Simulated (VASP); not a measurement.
Li, 16 atoms in the cell. The typed cell holds 16 atoms: a = 6.980 Å, b = 6.980 Å, c = 6.980 Å, α = 90.00°, β = 90.00°, γ = 90.00°. 

| Item | Value |
| --- | --- |
| Program | VASP 6.6.1 |
| Task | single point |
| Functional | PBE |
| Potentials or basis | VASP PAW PBE potentials, release 64 (Li_sv) |
| Cutoff | 520 eV |
| k mesh | 3 × 3 × 3 |
| Occupations | fermi-dirac, width 0.16 eV |
| Spin | no spin polarisation |
| Dipole correction | no |
| Further INCAR settings | LREAL = Auto; ALGO = Normal; EDIFF = 1e-06; NBANDS = 38 |

Potentials or basis: VASP PAW PBE potentials, release 64 (Li_sv).

Command:

```console
$ cat potpaw_PBE.64/Li_sv/POTCAR > POTCAR
$ mpirun -np 1 vasp_std > vasp.out
```

Hardware: 1 thread of AMD EPYC 7R13 Processor (Zen 3) (shared host).

Question: How long does it take, and how much memory?

Answer: It took 4 min on 1 thread of AMD EPYC 7R13 Processor (Zen 3), with other jobs on the host, peak memory 0.37 GiB. Counts: scf iterations 14, k points 14.
